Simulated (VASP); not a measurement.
# TiTe2 (Fm-3m) in VASP: notebook

TiTe2 is run at these levels: PBE; tasks: single point, relaxation of cell and atoms.

All numbers are computed with VASP 6.6.1; they aren't measurements. Logs are shortened: lines on timing, memory, paths and dates and some standing lists are left out, and cuts for length are marked.

## (1) The cell of the first run

Symmetry: Fm-3m, No. 225, cubic system. The conventional cell has a = 6.885 Å, b = 6.885 Å, c = 6.885 Å, α = 90.00°, β = 90.00°, γ = 90.00°. Within 3.9 Å of Ti (site symmetry m-3m) lie 8 Te at 2.98 Å. Te (site symmetry -43m) has 4 Ti at 2.98 Å and 6 Te at 3.44 Å within 3.9 Å.

## (2) Single point, PBE

Contents of INCAR:

```
PREC = Accurate
ENCUT = 520
EDIFF = 1E-6
ISMEAR = 0
SIGMA = 0.1
LREAL = False
LASPH = True
NELM = 80
ALGO = Normal
ISIF = 2
LWAVE = False
LCHARG = False
GGA = PE
NBANDS = 19
```

Contents of KPOINTS:

```
regular mesh
0
Gamma
  10 10 10
```

Contents of POSCAR:

```
TiTe2
1.0
    0.0000000000      3.4425385869      3.4425385869
    3.4425385869      0.0000000000      3.4425385869
    3.4425385869      3.4425385869      0.0000000000
Ti Te
1 2
Direct
    0.0000000000      0.0000000000      0.0000000000
    0.2500000000      0.2500000000      0.2500000000
    0.7500000000      0.7500000000      0.7500000000
```

Potentials or basis: VASP PAW PBE potentials, release 64 (Ti_sv, Te).

Started as:

```console
$ cat potpaw_PBE.64/Ti_sv/POTCAR potpaw_PBE.64/Te/POTCAR > POTCAR
$ mpirun -np 1 vasp_std > vasp.out
```

OUTCAR:

```text
PREC = Accurate
   ENCUT = 520
   EDIFF = 1E-6
   ISMEAR = 0
   LREAL = False
   LASPH = True
   NELM = 80
   ISIF = 2
   GGA = PE

 ion  position               nearest neighbor table
   1  0.000  0.000  0.000-   3 2.98   3 2.98   3 2.98   2 2.98   3 2.98   2 2.98   2 2.98   2 2.98

   2  0.250  0.250  0.250-   1 2.98   1 2.98   1 2.98   1 2.98   3 3.44   3 3.44   3 3.44   3 3.44
                             3 3.44   3 3.44
   3  0.750  0.750  0.750-   1 2.98   1 2.98   1 2.98   1 2.98   2 3.44   2 3.44   2 3.44   2 3.44
                             2 3.44   2 3.44

  LATTYP: Found a face centered cubic cell.
 ALAT       =     6.8850771738

  Lattice vectors:

 A1 = (   0.0000000000,   3.4425385869,   3.4425385869)
 A2 = (   3.4425385869,   0.0000000000,   3.4425385869)
 A3 = (   3.4425385869,   3.4425385869,   0.0000000000)

Analysis of symmetry for initial positions (statically):
=====================================================================
 Subroutine PRICEL returns:
 Original cell was already a primitive cell.

 Routine SETGRP: Setting up the symmetry group for a
 face centered cubic supercell.

 Subroutine GETGRP returns: Found 48 space group operations
 (whereof 48 operations were pure point group operations)
 out of a pool of 48 trial point group operations.

The static configuration has the point symmetry O_h .

Analysis of symmetry for dynamics (positions and initial velocities):
=====================================================================
 Subroutine PRICEL returns:
 Original cell was already a primitive cell.

 Routine SETGRP: Setting up the symmetry group for a
 face centered cubic supercell.

 Subroutine GETGRP returns: Found 48 space group operations
 (whereof 48 operations were pure point group operations)
 out of a pool of 48 trial point group operations.

The dynamic configuration has the point symmetry O_h .

 Subroutine INISYM returns: Found 48 space group operations
 (whereof 48 operations are pure point group operations),
 and found     1 'primitive' translations

----------------------------------------------------------------------------------------

                                     Primitive cell

  volume of cell :      81.5955

  direct lattice vectors                    reciprocal lattice vectors
     0.000000000  3.442538587  3.442538587    -0.145241654  0.145241654  0.145241654
     3.442538587  0.000000000  3.442538587     0.145241654 -0.145241654  0.145241654
     3.442538587  3.442538587  0.000000000     0.145241654  0.145241654 -0.145241654

  length of vectors
     4.868484759  4.868484759  4.868484759     0.251565925  0.251565925  0.251565925

  position of ions in fractional coordinates (direct lattice)
     0.000000000  0.000000000  0.000000000
     0.250000000  0.250000000  0.250000000
     0.750000000  0.750000000  0.750000000

  ion indices of the primitive-cell ions
   primitive index   ion index
                 1           1
                 2           2
                 3           3

----------------------------------------------------------------------------------------

 KPOINTS: regular mesh

Automatic generation of k-mesh.
 Grid dimensions read from file:
 generate k-points for:   10   10   10

 Generating k-lattice:

  Cartesian coordinates                     Fractional coordinates (reciprocal lattice)
    -0.014524165  0.014524165  0.014524165     0.100000000  0.000000000  0.000000000
     0.014524165 -0.014524165  0.014524165     0.000000000  0.100000000  0.000000000
     0.014524165  0.014524165 -0.014524165     0.000000000  0.000000000  0.100000000

  Length of vectors
     0.025156592  0.025156592  0.025156592

  Shift w.r.t. Gamma in fractional coordinates (k-lattice)
     0.000000000  0.000000000  0.000000000

 Subroutine IBZKPT returns following result:
 ===========================================

 Found     47 irreducible k-points:

 Following reciprocal coordinates:
            Coordinates               Weight
  0.000000  0.000000  0.000000      1.000000
  0.100000  0.000000  0.000000      8.000000
  0.200000  0.000000  0.000000      8.000000
  0.300000  0.000000  0.000000      8.000000
  0.400000  0.000000  0.000000      8.000000
  0.500000  0.000000  0.000000      4.000000
[... 16 lines left out ...]
  0.300000  0.300000  0.000000      6.000000
  0.400000  0.300000  0.000000     24.000000
 [... further k-points ...]
   k-points           NKPTS =     47   k-points in BZ     NKDIM =     47   number of bands    NBANDS=     19
   number of dos      NEDOS =    301   number of ions     NIONS =      3
   total plane-waves  NPLWV =  46656
   dimension x,y,z NGX =    36 NGY =   36 NGZ =   36
   dimension x,y,z NGXF=    72 NGYF=   72 NGZF=   72
   ions per type =               1   2
   NGX,Y,Z   is equivalent  to a cutoff of  12.29, 12.29, 12.29 a.u.
   NGXF,Y,Z  is equivalent  to a cutoff of  24.59, 24.59, 24.59 a.u.
 SYSTEM =  unknown system
   PREC   = accura    normal or accurate (medium, high low for compatibility)
   ISTART =      0    job   : 0-new  1-cont  2-samecut
   ICHARG =      2    charge: 1-file 2-atom 10-const
   ISPIN  =      1    spin polarized calculation?
   LNONCOLLINEAR =      F non collinear calculations
   LSORBIT =      F    spin-orbit coupling
   LASPH  =      T    aspherical Exc in radial PAW
   ENCUT  =  520.0 eV  38.22 Ry    6.18 a.u.   9.05  9.05  9.05*2*pi/ulx,y,z
   NELM   =     80;   NELMIN=  2; NELMDL= -5     # of ELM steps
   EDIFF  = 0.1E-05   stopping-criterion for ELM
   LREAL  =      F    real-space projection
   EDIFFG = 0.1E-04   stopping-criterion for IOM
   NSW    =      0    number of steps for IOM
   IBRION =     -1    ionic relax: 0-MD 1-quasi-New 2-CG
   NFREE  =      0    steps in history (QN), initial steepest desc. (CG)
   ISIF   =      2    stress and relaxation
   ISYM   =      2    0-nonsym 1-usesym 2-fastsym
   POTIM  = 0.5000    time-step for ionic-motion
   TEBEG  =    0.0;   TEEND  =   0.0 temperature during run
   PSTRESS=    0.0 pullay stress
   NELECT =      24.0000    total number of electrons
   NUPDOWN=      -1.0000    fix difference up-down
   EMIN   =  10.00;   EMAX   =-10.00  energy-range for DOS
   EFERMI =   0.00;   METHOD = LEGACY
   ISMEAR =     0;   SIGMA  =   0.10  broadening in eV -4-tet -1-fermi 0-gaus
   EFERMI_NEDOS =   21; number of points for ismear=-14 and -15
   IALGO  =     38    algorithm
   IMIX   =      4    mixing-type and parameters
     AMIX     =   0.40;   BMIX     =  1.00
     AMIX_MAG =   1.60;   BMIX_MAG =  1.00
  volume/ion in A,a.u.               =      27.20       183.54
  Fermi-wavevector in a.u.,A,eV,Ry     =   1.088737  2.057415 16.127651  1.185349
  Thomas-Fermi vector in A             =   2.224925
   LORBIT       =      0    0 simple, 1 ext, 2 COOP (PROOUT), +10 PAW based schemes
   GGA     = PE    functional components
   LHFCALC =     F    Hartree Fock is set to
   AEXX    =    0.0000 exact exchange contribution
   IVDW    =     0    specifies the selected vdW correction
   LEPSILON=     F    determine dielectric tensor
   LRPA    =     F    only Hartree local field effects (RPA)
 non-spin polarized calculation
 Gauss-broadening in eV      SIGMA  =   0.10
  energy-cutoff  :      520.00
  volume of cell :       81.60
 maximum number of plane-waves:      2210
   NGX = 19   NGY = 19   NGZ = 19

 number of electron      23.9999994 magnetization

 Free energy of the ion-electron system (eV)
  ---------------------------------------------------
  ext. energy  EPLUGINS =         0.00000000
  ---------------------------------------------------
  free energy    TOTEN  =       -15.05799738 eV

  energy without entropy =      -15.03056039  energy(sigma->0) =      -15.04427889

 E-fermi :   7.3188     XC(G=0):  -9.7518

 val. band max:        7.3155278093   @ k =   0.2000   0.2000   0.0000
 cond. band min:       7.3258037148   @ k =   0.3000   0.2000   0.1000
 fundamental gap:      0.0102759054
 Fermi energy:         7.3187553655

 k-point     1 :       0.0000    0.0000    0.0000
  band No.  band energies     occupation
      1     -50.4662      2.00000
      2     -26.7180      2.00000
      3     -26.7180      2.00000
      4     -26.7180      2.00000
      5      -5.8348      2.00000
      6      -2.0575      2.00000
[... 11 lines left out ...]
     18      10.2999      0.00000
     19      10.2999      0.00000

 k-point     2 :       0.1000    0.0000    0.0000
  band No.  band energies     occupation
      1     -50.4662      2.00000
      2     -26.7184      2.00000
      3     -26.7181      2.00000
      4     -26.7180      2.00000
      5      -5.7621      2.00000
      6      -2.2073      2.00000
[... 11 lines left out ...]
     18      10.6146      0.00000
     19      10.6146      0.00000

 k-point     3 :       0.2000    0.0000    0.0000
  band No.  band energies     occupation
      1     -50.4662      2.00000
      2     -26.7194      2.00000
      3     -26.7182      2.00000
      4     -26.7182      2.00000
      5      -5.5485      2.00000
      6      -2.5958      2.00000
[... 11 lines left out ...]
     18      11.2866      0.00000
     19      11.2937      0.00000

 k-point     4 :       0.3000    0.0000    0.0000
  band No.  band energies     occupation
      1     -50.4661      2.00000
      2     -26.7206      2.00000
      3     -26.7184      2.00000
      4     -26.7184      2.00000
      5      -5.2084      2.00000
      6      -3.1118      2.00000
[... 407 lines left out ...]
     18      11.3235      0.00000
     19      11.8066      0.00000

 k-point    23 :       0.3000    0.3000    0.0000
  band No.  band energies     occupation
      1     -50.4661      2.00000
      2     -26.7207      2.00000
      3     -26.7189      2.00000
      4     -26.7189      2.00000
      5      -5.0634      2.00000
      6      -3.0610      2.00000
[... 11 lines left out ...]
     18      10.0552      0.00000
     19      12.8636      0.00000

 k-point    24 :       0.4000    0.3000    0.0000
  band No.  band energies     occupation
      1     -50.4661      2.00000
      2     -26.7213      2.00000
      3     -26.7192      2.00000
      4     -26.7190      2.00000
      5      -4.8089      2.00000
      6      -3.2918      2.00000
[... 11 lines left out ...]
     18      10.2754      0.00000
     19      13.3928      0.00000

 [... further k-points ...]

------------------------ aborting loop because EDIFF is reached ----------------------------------------

  FORCE on cell =-STRESS in cart. coord.  units (eV):
  Direction    XX          YY          ZZ          XY          YZ          ZX
  --------------------------------------------------------------------------------------
  -------------------------------------------------------------------------------------
  Total        0.0209985      0.0209985      0.0209985     -0.0000000      0.0000000      0.0000000
  in kB        0.4123175      0.4123175      0.4123175     -0.0000000      0.0000000      0.0000000
  external PRESSURE =       0.4123175 kB  Pullay stress =       0.0000000 kB

 VOLUME and BASIS-vectors are now :
 -----------------------------------------------------------------------------
  energy-cutoff  :      520.00
  volume of cell :       81.60
      direct lattice vectors                 reciprocal lattice vectors
     0.000000000  3.442538587  3.442538587    -0.145241654  0.145241654  0.145241654
     3.442538587  0.000000000  3.442538587     0.145241654 -0.145241654  0.145241654
     3.442538587  3.442538587  0.000000000     0.145241654  0.145241654 -0.145241654

 POSITION                                       TOTAL-FORCE (eV/Angst)
 -----------------------------------------------------------------------------------
      0.00000      0.00000      0.00000        -0.000000      0.000000     -0.000000
      1.72127      1.72127      1.72127         0.000000      0.000000      0.000000
      5.16381      5.16381      5.16381        -0.000000     -0.000000     -0.000000
 -----------------------------------------------------------------------------------
    total drift:                               -0.000000      0.000000      0.000000

  FREE ENERGIE OF THE ION-ELECTRON SYSTEM (eV)
  ---------------------------------------------------
  free  energy   TOTEN  =       -15.0579973849 eV

  energy  without entropy=      -15.0305603932  energy(sigma->0) =      -15.04427889
```

It took 51 s on 1 thread of Intel Xeon 8259CL, shared host; peak memory 0.25 GiB.

What came out:

| Quantity | Value |
| --- | --- |
| Free energy | -15.0580 eV |
| Pressure | 0.0 GPa |
| Band gap on the k mesh | zero (bands 12 and 13 overlap by 0.29 eV) |

Caveat: spin-orbit coupling is left out, which moves the levels of the heavy elements.

## (3) Relaxation of cell and atoms, PBE

This run uses another cell than the first one, of 27.01 Å³/atom.

Contents of INCAR:

```
SYSTEM = TiTe2
  PREC = Accurate
  ENCUT = 600
  EDIFF = 1E-7
  ISMEAR = 0
  SIGMA = 0.1
  LREAL = .FALSE.
  LASPH = .TRUE.
  NELM = 60
  ALGO = Normal
  ISIF = 3
  LWAVE = .FALSE.
  LCHARG = .FALSE.
  GGA = PE
  IBRION = 2
  NSW = 80
  EDIFFG = -0.01
```

Contents of KPOINTS:

```
Automatic mesh
0
G
  10 10 10
  0 0 0
```

Contents of POSCAR:

```
TiTe2
1.0
    0.0000000000      3.4344824746      3.4344824746
    3.4344824746      0.0000000000      3.4344824746
    3.4344824746      3.4344824746      0.0000000000
Ti Te
1 2
Direct
    0.0000000000      0.0000000000      0.0000000000
    0.2500000000      0.2500000000      0.2500000000
    0.7500000000      0.7500000000      0.7500000000
```

Potentials or basis: VASP PAW PBE potentials, release 64 (Ti_sv, Te).

Started as:

```console
$ cat potpaw_PBE.64/Ti_sv/POTCAR potpaw_PBE.64/Te/POTCAR > POTCAR
$ mpirun -np 1 vasp_std > vasp.out
```

Run time: 3.2 min. Hardware: 1 thread of Intel Xeon 8259CL, shared host; peak memory 0.29 GiB.

The run converged. Its results:

```yaml
Free_energy: -15.0581 eV
Relaxed_volume: 27.20 Å³/atom
Relaxed_cell: a = 4.869 Å, b = 4.869 Å, c = 4.869 Å, α = 60.00°, β = 60.00°, γ = 60.00°
Space_group_after_relaxing_to_0.1_Å: Fm-3m (No. 225)
Energy_gained_by_relaxing: 0.3 meV/atom
Ionic_steps: 3
Pressure_after_relaxing: 0.0 GPa
Band_gap_on_the_k_mesh: zero (bands 12 and 13 overlap by 0.29 eV)
```

The path:
```csv
step,energy change (eV),largest force (eV/Å),pressure (GPa),volume (Å³)
1,0.0000,0.0000,0.46,81.02
2,-0.0006,0.0000,-0.25,81.94
3,-0.0008,0.0000,0.01,81.60
```

Final structure:
```xyz
3
Lattice="0.0000 3.4426 3.4426 3.4426 0.0000 3.4426 3.4426 3.4426 0.0000" Properties=species:S:1:pos:R:3 pbc="T T T"
Ti    0.0000    0.0000    0.0000
Te    1.7213    1.7213    1.7213
Te    5.1639    5.1639    5.1639
```

Levels at points of the mesh, in eV from the Fermi level:
```
           k point  band 8  band 9  band 10  band 11  band 12  band 13  band 14  band 15  band 16
(0.00, 0.00, 0.00)   -4.23   -4.23    -0.24    -0.24    -0.24    -0.13    -0.13     2.11     2.11
(0.50, 0.00, 0.00)   -3.41   -3.20    -2.65    -2.65    -2.44     0.05     0.05     0.89     2.14
(0.50, 0.50, 0.00)   -4.57   -4.57    -1.15    -1.15    -0.43     0.27     0.90     1.77     2.69
```

Caveat: spin-orbit coupling is left out, which moves the levels of the heavy elements.
